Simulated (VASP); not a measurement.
# PbSe (F-43m) in VASP: a series of runs, part 2 of 2

VASP 6.6.1. Earlier steps stand in the parts before.

## Step 3: Single point, PBE

File INCAR:

```
SYSTEM = PbSe
PREC = Accurate ; ENCUT = 520
EDIFF = 1E-6 ; ISMEAR = 0
SIGMA = 0.01 ; LREAL = .FALSE.
LASPH = .TRUE. ; NELM = 80
ALGO = Normal ; ISIF = 2
LWAVE = .FALSE. ; LCHARG = .TRUE.
GGA = PE ; LELF = .TRUE.
LVHAR = .TRUE. ; NBANDS = 17
```

File KPOINTS:

```
regular mesh
0
G
  6 6 6
  0 0 0
```

File POSCAR:

```
PbSe
1.0
    0.0000000000      3.4232041329      3.4232041329
    3.4232041329      0.0000000000      3.4232041329
    3.4232041329      3.4232041329      0.0000000000
Pb Se
1 1
Direct
    0.0000000000      0.0000000000      0.0000000000
    0.2500000000      0.2500000000      0.2500000000
```

Potentials or basis: VASP PAW PBE potentials, release 64 (Pb_d, Se).

On the command line:

```sh
cat potpaw_PBE.64/Pb_d/POTCAR potpaw_PBE.64/Se/POTCAR > POTCAR
mpirun -np 1 vasp_std > vasp.out
```

OUTCAR:

```text
SYSTEM = PbSe
   PREC = Accurate
   ENCUT = 520
   EDIFF = 1E-6
   ISMEAR = 0
   LREAL = .FALSE.
   LASPH = .TRUE.
   NELM = 80
   ISIF = 2
   GGA = PE

 ion  position               nearest neighbor table
   1  0.000  0.000  0.000-   2 2.96   2 2.96   2 2.96   2 2.96
   2  0.250  0.250  0.250-   1 2.96   1 2.96   1 2.96   1 2.96

  LATTYP: Found a face centered cubic cell.
 ALAT       =     6.8464082658

  Lattice vectors:

 A1 = (   0.0000000000,   3.4232041329,   3.4232041329)
 A2 = (   3.4232041329,   0.0000000000,   3.4232041329)
 A3 = (   3.4232041329,   3.4232041329,   0.0000000000)

Analysis of symmetry for initial positions (statically):
=====================================================================
 Subroutine PRICEL returns:
 Original cell was already a primitive cell.

 Routine SETGRP: Setting up the symmetry group for a
 face centered cubic supercell.

 Subroutine GETGRP returns: Found 24 space group operations
 (whereof 24 operations were pure point group operations)
 out of a pool of 48 trial point group operations.

The static configuration has the point symmetry T_d .

Analysis of symmetry for dynamics (positions and initial velocities):
=====================================================================
 Subroutine PRICEL returns:
 Original cell was already a primitive cell.

 Routine SETGRP: Setting up the symmetry group for a
 face centered cubic supercell.

 Subroutine GETGRP returns: Found 24 space group operations
 (whereof 24 operations were pure point group operations)
 out of a pool of 48 trial point group operations.

The dynamic configuration has the point symmetry T_d .

 Subroutine INISYM returns: Found 24 space group operations
 (whereof 24 operations are pure point group operations),
 and found     1 'primitive' translations

----------------------------------------------------------------------------------------

                                     Primitive cell

  volume of cell :      80.2284

  direct lattice vectors                    reciprocal lattice vectors
     0.000000000  3.423204133  3.423204133    -0.146061988  0.146061988  0.146061988
     3.423204133  0.000000000  3.423204133     0.146061988 -0.146061988  0.146061988
     3.423204133  3.423204133  0.000000000     0.146061988  0.146061988 -0.146061988

  length of vectors
     4.841141712  4.841141712  4.841141712     0.252986784  0.252986784  0.252986784

  position of ions in fractional coordinates (direct lattice)
     0.000000000  0.000000000  0.000000000
     0.250000000  0.250000000  0.250000000

  ion indices of the primitive-cell ions
   primitive index   ion index
                 1           1
                 2           2

----------------------------------------------------------------------------------------

 KPOINTS: regular mesh

Automatic generation of k-mesh.
 Grid dimensions read from file:
 generate k-points for:    6    6    6

 Generating k-lattice:

  Cartesian coordinates                     Fractional coordinates (reciprocal lattice)
    -0.024343665  0.024343665  0.024343665     0.166666667  0.000000000  0.000000000
     0.024343665 -0.024343665  0.024343665     0.000000000  0.166666667  0.000000000
     0.024343665  0.024343665 -0.024343665     0.000000000  0.000000000  0.166666667

  Length of vectors
     0.042164464  0.042164464  0.042164464

  Shift w.r.t. Gamma in fractional coordinates (k-lattice)
     0.000000000  0.000000000  0.000000000

 Subroutine IBZKPT returns following result:
 ===========================================

 Found     16 irreducible k-points:

 Following reciprocal coordinates:
            Coordinates               Weight
  0.000000  0.000000  0.000000      1.000000
  0.166667  0.000000  0.000000      8.000000
  0.333333  0.000000  0.000000      8.000000
  0.500000  0.000000  0.000000      4.000000
  0.166667  0.166667  0.000000      6.000000
  0.333333  0.166667  0.000000     24.000000
[... 8 lines left out ...]
 -0.333333  0.333333  0.166667     24.000000
 -0.333333  0.500000  0.166667     12.000000
   k-points           NKPTS =     16   k-points in BZ     NKDIM =     16   number of bands    NBANDS=     17
   number of dos      NEDOS =    301   number of ions     NIONS =      2
   total plane-waves  NPLWV =  46656
   dimension x,y,z NGX =    36 NGY =   36 NGZ =   36
   dimension x,y,z NGXF=    72 NGYF=   72 NGZF=   72
   ions per type =               1   1
   NGX,Y,Z   is equivalent  to a cutoff of  12.36, 12.36, 12.36 a.u.
   NGXF,Y,Z  is equivalent  to a cutoff of  24.72, 24.72, 24.72 a.u.
 SYSTEM =  PbSe
   PREC   = accura    normal or accurate (medium, high low for compatibility)
   ISTART =      0    job   : 0-new  1-cont  2-samecut
   ICHARG =      2    charge: 1-file 2-atom 10-const
   ISPIN  =      1    spin polarized calculation?
   LNONCOLLINEAR =      F non collinear calculations
   LSORBIT =      F    spin-orbit coupling
   LASPH  =      T    aspherical Exc in radial PAW
   ENCUT  =  520.0 eV  38.22 Ry    6.18 a.u.   9.00  9.00  9.00*2*pi/ulx,y,z
   NELM   =     80;   NELMIN=  2; NELMDL= -5     # of ELM steps
   EDIFF  = 0.1E-05   stopping-criterion for ELM
   LREAL  =      F    real-space projection
   EDIFFG = 0.1E-04   stopping-criterion for IOM
   NSW    =      0    number of steps for IOM
   IBRION =     -1    ionic relax: 0-MD 1-quasi-New 2-CG
   NFREE  =      0    steps in history (QN), initial steepest desc. (CG)
   ISIF   =      2    stress and relaxation
   ISYM   =      2    0-nonsym 1-usesym 2-fastsym
   POTIM  = 0.5000    time-step for ionic-motion
   TEBEG  =    0.0;   TEEND  =   0.0 temperature during run
   PSTRESS=    0.0 pullay stress
   NELECT =      20.0000    total number of electrons
   NUPDOWN=      -1.0000    fix difference up-down
   EMIN   =  10.00;   EMAX   =-10.00  energy-range for DOS
   EFERMI =   0.00;   METHOD = LEGACY
   ISMEAR =     0;   SIGMA  =   0.01  broadening in eV -4-tet -1-fermi 0-gaus
   EFERMI_NEDOS =   21; number of points for ismear=-14 and -15
   IALGO  =     38    algorithm
   IMIX   =      4    mixing-type and parameters
     AMIX     =   0.40;   BMIX     =  1.00
     AMIX_MAG =   1.60;   BMIX_MAG =  1.00
  volume/ion in A,a.u.               =      40.11       270.70
  Fermi-wavevector in a.u.,A,eV,Ry     =   1.030328  1.947037 14.443606  1.061575
  Thomas-Fermi vector in A             =   2.164420
   LORBIT       =      0    0 simple, 1 ext, 2 COOP (PROOUT), +10 PAW based schemes
   GGA     = PE    functional components
   LHFCALC =     F    Hartree Fock is set to
   AEXX    =    0.0000 exact exchange contribution
   IVDW    =     0    specifies the selected vdW correction
   LEPSILON=     F    determine dielectric tensor
   LRPA    =     F    only Hartree local field effects (RPA)
 non-spin polarized calculation
 Gauss-broadening in eV      SIGMA  =   0.01
  energy-cutoff  :      520.00
  volume of cell :       80.23
 maximum number of plane-waves:      2200
   NGX = 17   NGY = 17   NGZ = 17

 number of electron      20.0000005 magnetization

 Free energy of the ion-electron system (eV)
  ---------------------------------------------------
  ext. energy  EPLUGINS =         0.00000000
  ---------------------------------------------------
  free energy    TOTEN  =        -7.83451223 eV

  energy without entropy =       -7.83451223  energy(sigma->0) =       -7.83451223

 E-fermi :   2.3538     XC(G=0):  -7.7336

 val. band max:        2.2275803493   @ k =  -0.3333   0.5000   0.1667
 cond. band min:       2.9771794296   @ k =   0.5000   0.5000   0.0000
 fundamental gap:      0.7495990803
 Fermi energy:         2.3538412207

 k-point     1 :       0.0000    0.0000    0.0000
  band No.  band energies     occupation
      1     -14.4569      2.00000
      2     -14.4569      2.00000
      3     -14.4569      2.00000
      4     -14.4262      2.00000
      5     -14.4262      2.00000
      6     -10.4428      2.00000
[... 9 lines left out ...]
     16      10.5636      0.00000
     17      11.3748      0.00000
[... 281 lines left out ...]
 k-point    16 :      -0.3333    0.5000    0.1667
  band No.  band energies     occupation
      1     -14.4955      2.00000
      2     -14.4437      2.00000
      3     -14.4384      2.00000
      4     -14.4298      2.00000
      5     -14.4221      2.00000
      6      -9.6126      2.00000
[... 9 lines left out ...]
     16      11.6794      0.00000
     17      11.7201      0.00000

------------------------ aborting loop because EDIFF is reached ----------------------------------------

  FORCE on cell =-STRESS in cart. coord.  units (eV):
  Direction    XX          YY          ZZ          XY          YZ          ZX
  --------------------------------------------------------------------------------------
  -------------------------------------------------------------------------------------
  Total        0.3708533      0.3708533      0.3708533     -0.0000000     -0.0000000     -0.0000000
  in kB        7.4060104      7.4060104      7.4060104     -0.0000000     -0.0000000     -0.0000000
  external PRESSURE =       7.4060104 kB  Pullay stress =       0.0000000 kB

 VOLUME and BASIS-vectors are now :
 -----------------------------------------------------------------------------
  energy-cutoff  :      520.00
  volume of cell :       80.23
      direct lattice vectors                 reciprocal lattice vectors
     0.000000000  3.423204133  3.423204133    -0.146061988  0.146061988  0.146061988
     3.423204133  0.000000000  3.423204133     0.146061988 -0.146061988  0.146061988
     3.423204133  3.423204133  0.000000000     0.146061988  0.146061988 -0.146061988

 POSITION                                       TOTAL-FORCE (eV/Angst)
 -----------------------------------------------------------------------------------
      0.00000      0.00000      0.00000         0.000000      0.000000     -0.000000
      1.71160      1.71160      1.71160        -0.000000     -0.000000      0.000000
 -----------------------------------------------------------------------------------
    total drift:                                0.000000      0.000000      0.000000

  FREE ENERGIE OF THE ION-ELECTRON SYSTEM (eV)
  ---------------------------------------------------
  free  energy   TOTEN  =        -7.8345122299 eV

  energy  without entropy=       -7.8345122299  energy(sigma->0) =       -7.83451223
```

OSZICAR:

```text
N       E                     dE             d eps       ncg     rms          rms(c)
DAV:   1     0.161107532285E+03    0.16111E+03   -0.91028E+03   544   0.109E+03
DAV:   2     0.558824695414E+01   -0.15552E+03   -0.15004E+03   580   0.281E+02
DAV:   3    -0.792375545322E+01   -0.13512E+02   -0.13428E+02   695   0.925E+01
DAV:   4    -0.827234463867E+01   -0.34859E+00   -0.34827E+00   638   0.187E+01
DAV:   5    -0.828559273032E+01   -0.13248E-01   -0.13248E-01   772   0.341E+00    0.305E+00
DAV:   6    -0.783394152839E+01    0.45165E+00   -0.12072E+00   812   0.637E+00    0.172E+00
DAV:   7    -0.782831678559E+01    0.56247E-02   -0.16333E-01   588   0.174E+00    0.903E-01
DAV:   8    -0.783385285520E+01   -0.55361E-02   -0.18235E-02   612   0.142E+00    0.133E-01
DAV:   9    -0.783398509422E+01   -0.13224E-03   -0.55279E-03   738   0.575E-01    0.103E-01
DAV:  10    -0.783438512300E+01   -0.40003E-03   -0.65089E-04   565   0.177E-01    0.356E-02
DAV:  11    -0.783449581187E+01   -0.11069E-03   -0.21487E-04   628   0.108E-01    0.176E-02
DAV:  12    -0.783451041867E+01   -0.14607E-04   -0.37292E-05   621   0.531E-02    0.504E-03
DAV:  13    -0.783451185293E+01   -0.14343E-05   -0.18558E-06   616   0.117E-02    0.291E-03
DAV:  14    -0.783451222989E+01   -0.37696E-06   -0.10185E-06   470   0.768E-03
   1 F= -.78345122E+01 E0= -.78345122E+01  d E =-.182710E-72
```

stdout:

```text
POSCAR found type information on POSCAR PbSe
 POSCAR found :  2 types and       2 ions
 scaLAPACK will be used
 LDA part: xc-table for (Slater+PW92), standard interpolation
 POSCAR, INCAR and KPOINTS ok, starting setup
 FFT: planning ... GRIDC
 FFT: planning ... GRID_SOFT
 FFT: planning ... GRID
 WAVECAR not read
 entering main loop
```

It took 20 s on 1 thread of AMD EPYC 9R14 (Zen 4), shared host; peak memory 0.18 GiB.

What came out:

- Free energy: -7.8345 eV
- Pressure: 0.7 GPa
- Band gap on the k mesh: 0.75 eV, indirect (least direct gap 1.15 eV)

Caveat: spin-orbit coupling is left out, which moves the levels of the heavy elements. A k mesh can miss the band edges.

## Step 4: Single point, HSE06

POSCAR is that of step 3.

File INCAR.step1:

```
SYSTEM = PbSe
PREC     = Accurate       ! precision mode
ENCUT    = 520            ! plane-wave cutoff, eV
EDIFF    = 1E-5           ! SCF threshold, eV
ISMEAR   = 0              ! smearing method
SIGMA    = 0.01           ! smearing width, eV
LREAL    = .FALSE.        ! projectors in reciprocal space
LASPH    = .TRUE.         ! aspherical terms in the spheres
NELM     = 80             ! most SCF steps
ALGO     = Normal         ! electronic algorithm
ISIF     = 2              ! what is computed and relaxed
LWAVE    = .TRUE.         ! write WAVECAR
LCHARG   = .FALSE.        ! write CHGCAR
NBANDS   = 17             ! bands
GGA      = PE             ! functional
```

File INCAR.step2:

```
SYSTEM = PbSe
PREC     = Accurate       ! precision mode
ENCUT    = 520            ! plane-wave cutoff, eV
EDIFF    = 1E-6           ! SCF threshold, eV
ISMEAR   = 0              ! smearing method
SIGMA    = 0.01           ! smearing width, eV
LREAL    = .FALSE.        ! projectors in reciprocal space
LASPH    = .TRUE.         ! aspherical terms in the spheres
NELM     = 80             ! most SCF steps
ALGO     = Normal         ! electronic algorithm
ISIF     = 2              ! what is computed and relaxed
LWAVE    = .FALSE.        ! write WAVECAR
LCHARG   = .FALSE.        ! write CHGCAR
GGA      = PE             ! functional
LHFCALC  = .TRUE.         ! exact exchange
HFSCREEN = 0.2079         ! screening, 1/A
PRECFOCK = Normal       
NBANDS   = 17             ! bands
ISTART   = 1
```

File KPOINTS:

```
regular mesh
0
G
  4 4 4
  0 0 0
```

On the command line:

```sh
cat potpaw_PBE.64/Pb_d/POTCAR potpaw_PBE.64/Se/POTCAR > POTCAR
cp INCAR.step1 INCAR
mpirun -np 1 vasp_std > vasp.out
cp INCAR.step2 INCAR
mpirun -np 1 vasp_std > vasp.out
```

Wall time 9 min (1 thread of AMD EPYC 9R14 (Zen 4), shared host); peak memory 0.3 GiB.

Results (log left out):

```
Free energy            : -9.3131 eV
Pressure               : 0.0 GPa
Band gap on the k mesh : 1.07 eV, indirect (least direct gap 1.66 eV)
```

Levels at points of the mesh, in eV from the valence-band top:
```csv
k point,band 7,band 8,band 9,band 10,band 11,band 12,band 13,band 14
"(0.00, 0.00, 0.00)",-6.76,-1.91,-1.91,-1.91,2.66,2.66,2.66,5.26
"(0.50, 0.00, 0.00)",-8.54,-2.48,-2.48,-2.15,3.46,3.46,4.29,7.11
"(0.50, 0.50, 0.00)",-8.93,-3.23,-3.23,-0.58,1.07,5.64,5.64,6.56
```

Caveat: the PAW data sets were made with another functional, which shifts forces and pressure a little; spin-orbit coupling is left out, which moves the levels of the heavy elements. A k mesh can miss the band edges.

## Step 5: The runs side by side

| level | k mesh | grid for exact exchange (PRECFOCK) | screening parameter | gap on the mesh (eV) | pressure (GPa) |
| --- | --- | --- | --- | --- | --- |
| r2SCAN | 4 × 4 × 4 | - | - | 0.80 | -0.1 |
| PBE | 6 × 6 × 6 | - | - | 0.75 | 0.7 |
| HSE06 | 4 × 4 × 4 | Normal | 0.2079 1/Å | 1.07 | 0.0 |

Alike in all rows: task single point; potentials or basis VASP PAW PBE potentials, release 64 (Pb_d, Se); no spin polarisation; cell as given; cutoff (eV) 520; smearing gaussian 0.01 eV.

On the cell as given the gap runs from 0.75 eV (PBE) to 1.07 eV (HSE06); the meshes differ, which moves gaps too. The pressure there spans -0.1 GPa (r2SCAN) to 0.7 GPa (PBE); a positive pressure means that this level wants a larger cell, a negative one a smaller.

Caveats: spin-orbit coupling is left out, which moves the levels of the heavy elements; the PAW data sets were made with another functional, which shifts forces and pressure a little (some runs).

Absolute energies hang on the potentials; compare differences alone.
